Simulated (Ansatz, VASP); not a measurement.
# Sb: VASP beside Ansatz

The input INCAR:

```
PREC     = Accurate       # precision mode
ENCUT    = 520            # plane-wave cutoff, eV
EDIFF    = 1E-7           # SCF threshold, eV
ISMEAR   = -1             # smearing method
SIGMA    = 0.05           # smearing width, eV
LREAL    = False          # projectors in reciprocal space
LASPH    = True           # aspherical terms in the spheres
NELM     = 100            # most SCF steps
ALGO     = Normal         # electronic algorithm
ISIF     = 2              # what is computed and relaxed
LWAVE    = False          # write WAVECAR
LCHARG   = True           # write CHGCAR
GGA      = PE             # functional
LELF     = True           # ELF
LVHAR    = True         
NBANDS   = 8              # bands
```

The input KPOINTS:

```
Automatic mesh
0
Gamma
  12 12 12
```

Contents of POSCAR:

```
Sb
1.0
    0.0000000000      2.2579459806      2.2579459806
    2.2579459806      0.0000000000      2.2579459806
    2.2579459806      2.2579459806      0.0000000000
Sb
1
Direct
    0.0000000000      0.0000000000      0.0000000000
```

Input for Ansatz:

```yaml
crystal:
  lattice:
    - [0.0, 2.2579459806, 2.2579459806]
    - [2.2579459806, 0.0, 2.2579459806]
    - [2.2579459806, 2.2579459806, 0.0]
  atoms:
    - { symbol: Sb, position: [0.0, 0.0, 0.0] }
kpoints:
  mp_grid: { grid: [12, 12, 12] }
  band_path:
    path:
      - [0.0, 0.0, 0.0]
      - [0.5, 0.0, 0.5]
      - [0.625, 0.25, 0.625]
      - [0.375, 0.375, 0.75]
      - [0.0, 0.0, 0.0]
      - [0.5, 0.5, 0.5]
      - [0.5, 0.25, 0.75]
      - [0.5, 0.0, 0.5]
    npoints: 5
scf:
  occupations: { method: fermi_dirac, width: 0.05 }
hamiltonian:
  xc: pbe
  pseudopotentials: { kind: all_electron, lapw: { basis_error: 0.001 } }
output:
  forces: true
  stress: true
  eigenvalues: true
```

Change from the starting cell: volume scaled by 0.94.

Alike in both runs: task single point; functional PBE; k mesh 12 × 12 × 12; occupations fermi-dirac, width 0.05 eV; no spin polarisation.

|  | VASP | Ansatz |
| --- | --- | --- |
| version | VASP 6.6.1 | Ansatz 0.2.0 |
| potentials or method | VASP PAW PBE potentials, release 64 (Sb), cutoff 520 eV | all-electron LAPW, scalar-relativistic |

Ansatz gave:

| Property | Result |
| --- | --- |
| pressure (GPa) | 15.4 |

What did VASP give for the same quantities?

Pressure (GPa): 15.3.

Ansatz ran all-electron here, and VASP with PAW potentials.

Neither program's run includes spin-orbit coupling.
